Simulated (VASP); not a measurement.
# W (Im-3m) in VASP: single point with PBE

Aim: the single point of W with PBE.

Everything below comes from runs of VASP 6.6.1. Logs are shortened: lines on timing, memory, paths and dates and some standing lists are left out, and cuts for length are marked.

## 1. The cell of the first run

The structure is cubic, space group Im-3m (No. 229). The conventional cell has a = 3.165 Å, b = 3.165 Å, c = 3.165 Å, α = 90.00°, β = 90.00°, γ = 90.00°. Within 3.6 Å of W (site symmetry m-3m) lie 14 W at 2.74 to 3.16 Å.

## 2. Single point, PBE

INCAR

```
SYSTEM = W
ALGO = Normal ; EDIFF = 1E-6
ENCUT = 520 ; GGA = PE
ISIF = 2 ; ISMEAR = 0
LASPH = .True. ; LCHARG = .False.
LREAL = .False. ; LWAVE = .False.
NBANDS = 13 ; NELM = 80
PREC = Accurate ; SIGMA = 0.05
```

KPOINTS

```
k-points
0
Gamma
  18 18 18
  0 0 0
```

POSCAR

```
W
1.0
   -1.5823450000      1.5823450000      1.5823450000
    1.5823450000     -1.5823450000      1.5823450000
    1.5823450000      1.5823450000     -1.5823450000
W
1
Direct
    0.0000000000      0.0000000000      0.0000000000
```

Potentials or basis: VASP PAW PBE potentials, release 64 (W_sv).

The run is started by

```console
$ cat potpaw_PBE.64/W_sv/POTCAR > POTCAR
$ mpirun -np 1 vasp_std > vasp.out
```

OUTCAR:

```text
SYSTEM = W
   EDIFF = 1E-6
   ENCUT = 520
   GGA = PE
   ISIF = 2
   ISMEAR = 0
   LASPH = .True.
   LREAL = .False.
   NELM = 80
   PREC = Accurate

 ion  position               nearest neighbor table
   1  0.000  0.000  0.000-

  LATTYP: Found a body centered cubic cell.
 ALAT       =     3.1646900000

  Lattice vectors:

 A1 = (  -1.5823450000,   1.5823450000,   1.5823450000)
 A2 = (   1.5823450000,  -1.5823450000,   1.5823450000)
 A3 = (   1.5823450000,   1.5823450000,  -1.5823450000)

Analysis of symmetry for initial positions (statically):
=====================================================================
 Subroutine PRICEL returns:
 Original cell was already a primitive cell.

 Routine SETGRP: Setting up the symmetry group for a
 body centered cubic supercell.

 Subroutine GETGRP returns: Found 48 space group operations
 (whereof 48 operations were pure point group operations)
 out of a pool of 48 trial point group operations.

The static configuration has the point symmetry O_h .

Analysis of symmetry for dynamics (positions and initial velocities):
=====================================================================
 Subroutine PRICEL returns:
 Original cell was already a primitive cell.

 Routine SETGRP: Setting up the symmetry group for a
 body centered cubic supercell.

 Subroutine GETGRP returns: Found 48 space group operations
 (whereof 48 operations were pure point group operations)
 out of a pool of 48 trial point group operations.

The dynamic configuration has the point symmetry O_h .

 Subroutine INISYM returns: Found 48 space group operations
 (whereof 48 operations are pure point group operations),
 and found     1 'primitive' translations

----------------------------------------------------------------------------------------

                                     Primitive cell

  volume of cell :      15.8476

  direct lattice vectors                    reciprocal lattice vectors
    -1.582345000  1.582345000  1.582345000     0.000000000  0.315986716  0.315986716
     1.582345000 -1.582345000  1.582345000     0.315986716  0.000000000  0.315986716
     1.582345000  1.582345000 -1.582345000     0.315986716  0.315986716  0.000000000

  length of vectors
     2.740701935  2.740701935  2.740701935     0.446872699  0.446872699  0.446872699

  position of ions in fractional coordinates (direct lattice)
     0.000000000  0.000000000  0.000000000

  ion indices of the primitive-cell ions
   primitive index   ion index
                 1           1

----------------------------------------------------------------------------------------

 KPOINTS: k-points

Automatic generation of k-mesh.
 Grid dimensions read from file:
 generate k-points for:   18   18   18

 Generating k-lattice:

  Cartesian coordinates                     Fractional coordinates (reciprocal lattice)
     0.000000000  0.017554818  0.017554818     0.055555556  0.000000000  0.000000000
     0.017554818  0.000000000  0.017554818     0.000000000  0.055555556  0.000000000
     0.017554818  0.017554818  0.000000000     0.000000000  0.000000000  0.055555556

  Length of vectors
     0.024826261  0.024826261  0.024826261

  Shift w.r.t. Gamma in fractional coordinates (k-lattice)
     0.000000000  0.000000000  0.000000000

 Subroutine IBZKPT returns following result:
 ===========================================

 Found    195 irreducible k-points:

 Following reciprocal coordinates:
            Coordinates               Weight
  0.000000  0.000000  0.000000      1.000000
  0.055556  0.000000  0.000000     12.000000
  0.111111  0.000000  0.000000     12.000000
  0.166667  0.000000  0.000000     12.000000
  0.222222  0.000000  0.000000     12.000000
  0.277778  0.000000  0.000000     12.000000
[... 16 lines left out ...]
  0.333333  0.111111 -0.000000     48.000000
  0.388889  0.111111  0.000000     48.000000
 [... further k-points ...]
   k-points           NKPTS =    195   k-points in BZ     NKDIM =    195   number of bands    NBANDS=     13
   number of dos      NEDOS =    301   number of ions     NIONS =      1
   total plane-waves  NPLWV =   8000
   dimension x,y,z NGX =    20 NGY =   20 NGZ =   20
   dimension x,y,z NGXF=    40 NGYF=   40 NGZF=   40
   ions per type =               1
   NGX,Y,Z   is equivalent  to a cutoff of  12.13, 12.13, 12.13 a.u.
   NGXF,Y,Z  is equivalent  to a cutoff of  24.26, 24.26, 24.26 a.u.
 SYSTEM =  W
   PREC   = accura    normal or accurate (medium, high low for compatibility)
   ISTART =      0    job   : 0-new  1-cont  2-samecut
   ICHARG =      2    charge: 1-file 2-atom 10-const
   ISPIN  =      1    spin polarized calculation?
   LNONCOLLINEAR =      F non collinear calculations
   LSORBIT =      F    spin-orbit coupling
   LASPH  =      T    aspherical Exc in radial PAW
   ENCUT  =  520.0 eV  38.22 Ry    6.18 a.u.   5.10  5.10  5.10*2*pi/ulx,y,z
   NELM   =     80;   NELMIN=  2; NELMDL= -5     # of ELM steps
   EDIFF  = 0.1E-05   stopping-criterion for ELM
   LREAL  =      F    real-space projection
   EDIFFG = 0.1E-04   stopping-criterion for IOM
   NSW    =      0    number of steps for IOM
   IBRION =     -1    ionic relax: 0-MD 1-quasi-New 2-CG
   NFREE  =      0    steps in history (QN), initial steepest desc. (CG)
   ISIF   =      2    stress and relaxation
   ISYM   =      2    0-nonsym 1-usesym 2-fastsym
   POTIM  = 0.5000    time-step for ionic-motion
   TEBEG  =    0.0;   TEEND  =   0.0 temperature during run
   PSTRESS=    0.0 pullay stress
   NELECT =      14.0000    total number of electrons
   NUPDOWN=      -1.0000    fix difference up-down
   EMIN   =  10.00;   EMAX   =-10.00  energy-range for DOS
   EFERMI =   0.00;   METHOD = LEGACY
   ISMEAR =     0;   SIGMA  =   0.05  broadening in eV -4-tet -1-fermi 0-gaus
   EFERMI_NEDOS =   21; number of points for ismear=-14 and -15
   IALGO  =     38    algorithm
   IMIX   =      4    mixing-type and parameters
     AMIX     =   0.40;   BMIX     =  1.00
     AMIX_MAG =   1.60;   BMIX_MAG =  1.00
  volume/ion in A,a.u.               =      15.85       106.94
  Fermi-wavevector in a.u.,A,eV,Ry     =   1.570832  2.968442 33.572544  2.467512
  Thomas-Fermi vector in A             =   2.672506
   LORBIT       =      0    0 simple, 1 ext, 2 COOP (PROOUT), +10 PAW based schemes
   GGA     = PE    functional components
   LHFCALC =     F    Hartree Fock is set to
   AEXX    =    0.0000 exact exchange contribution
   IVDW    =     0    specifies the selected vdW correction
   LEPSILON=     F    determine dielectric tensor
   LRPA    =     F    only Hartree local field effects (RPA)
 non-spin polarized calculation
 Gauss-broadening in eV      SIGMA  =   0.05
  energy-cutoff  :      520.00
  volume of cell :       15.85
 maximum number of plane-waves:       440
   NGX = 11   NGY = 11   NGZ = 11

 number of electron      14.0000004 magnetization

 Free energy of the ion-electron system (eV)
  ---------------------------------------------------
  ext. energy  EPLUGINS =         0.00000000
  ---------------------------------------------------
  free energy    TOTEN  =       -12.94369735 eV

  energy without entropy =      -12.94274040  energy(sigma->0) =      -12.94321888

 E-fermi :  11.4421     XC(G=0): -13.6417

 val. band max:       11.4415090687   @ k =  -0.2778   0.3333   0.2222
 cond. band min:      11.4560159620   @ k =   0.5000   0.5000   0.2222
 fundamental gap:      0.0145068933
 Fermi energy:        11.4420936604

 k-point     1 :       0.0000    0.0000    0.0000
  band No.  band energies     occupation
      1     -62.7311      2.00000
      2     -26.2931      2.00000
      3     -26.2931      2.00000
      4     -26.2931      2.00000
      5       1.8085      2.00000
      6      10.2202      2.00000
      7      10.2202      2.00000
      8      10.2202      2.00000
      9      13.7117      0.00000
     10      13.7117      0.00000
     11      25.9647      0.00000
     12      25.9647      0.00000
     13      25.9647      0.00000

 k-point     2 :       0.0556    0.0000    0.0000
  band No.  band energies     occupation
      1     -62.7271      2.00000
      2     -26.3352      2.00000
      3     -26.3062      2.00000
      4     -26.2933      2.00000
      5       1.9585      2.00000
      6      10.1283      2.00000
      7      10.1998      2.00000
      8      10.3647      2.00000
      9      13.5629      0.00000
     10      13.7123      0.00000
     11      26.0940      0.00000
     12      26.2198      0.00000
     13      26.3364      0.00000

 k-point     3 :       0.1111    0.0000    0.0000
  band No.  band energies     occupation
      1     -62.7155      2.00000
      2     -26.4552      2.00000
      3     -26.3438      2.00000
      4     -26.2939      2.00000
      5       2.3918      2.00000
      6       9.8747      2.00000
      7      10.1112      2.00000
      8      10.7935      2.00000
      9      13.2446      0.00000
     10      13.7216      0.00000
     11      26.4192      0.00000
     12      26.9616      0.00000
     13      27.2856      0.00000
[... 305 lines left out ...]
 k-point    23 :       0.3333    0.1111   -0.0000
  band No.  band energies     occupation
      1     -62.6077      2.00000
      2     -27.4143      2.00000
      3     -26.7035      2.00000
      4     -26.3558      2.00000
      5       5.6141      2.00000
      6       8.1743      2.00000
      7      10.1271      2.00000
      8      13.3966      0.00000
      9      14.5838      0.00000
     10      16.8351      0.00000
     11      23.4746      0.00000
     12      24.8128      0.00000
     13      29.2915      0.00000

 k-point    24 :       0.3889    0.1111    0.0000
  band No.  band energies     occupation
      1     -62.5966      2.00000
      2     -27.5026      2.00000
      3     -26.7471      2.00000
      4     -26.3573      2.00000
      5       5.6097      2.00000
      6       8.0325      2.00000
      7      10.8580      2.00000
      8      13.4818      0.00000
      9      14.8137      0.00000
     10      17.8814      0.00000
     11      22.3779      0.00000
     12      24.0176      0.00000
     13      28.2741      0.00000

 [... further k-points ...]

------------------------ aborting loop because EDIFF is reached ----------------------------------------

  FORCE on cell =-STRESS in cart. coord.  units (eV):
  Direction    XX          YY          ZZ          XY          YZ          ZX
  --------------------------------------------------------------------------------------
  -------------------------------------------------------------------------------------
  Total        0.6107716      0.6107716      0.6107716     -0.0000000     -0.0000000     -0.0000000
  in kB       61.7484255     61.7484255     61.7484255     -0.0000000     -0.0000000     -0.0000000
  external PRESSURE =      61.7484255 kB  Pullay stress =       0.0000000 kB

 VOLUME and BASIS-vectors are now :
 -----------------------------------------------------------------------------
  energy-cutoff  :      520.00
  volume of cell :       15.85
      direct lattice vectors                 reciprocal lattice vectors
    -1.582345000  1.582345000  1.582345000     0.000000000  0.315986716  0.315986716
     1.582345000 -1.582345000  1.582345000     0.315986716  0.000000000  0.315986716
     1.582345000  1.582345000 -1.582345000     0.315986716  0.315986716  0.000000000

 POSITION                                       TOTAL-FORCE (eV/Angst)
 -----------------------------------------------------------------------------------
      0.00000      0.00000      0.00000        -0.000000      0.000000      0.000000
 -----------------------------------------------------------------------------------
    total drift:                                0.000000      0.000000      0.000000

  FREE ENERGIE OF THE ION-ELECTRON SYSTEM (eV)
  ---------------------------------------------------
  free  energy   TOTEN  =       -12.9436973498 eV

  energy  without entropy=      -12.9427404049  energy(sigma->0) =      -12.94321888
```

It took 11 s on 1 thread of Intel Xeon 6975P-C (Granite Rapids), shared host; peak memory 0.15 GiB.

What came out:

```
Free energy            : -12.9437 eV
Pressure               : 6.2 GPa
Band gap on the k mesh : zero (band 7 reaches 16.62 eV, above the bottom of band 8 at 10.22 eV)
```

Caveat: spin-orbit coupling is left out, which moves the levels of the heavy elements.
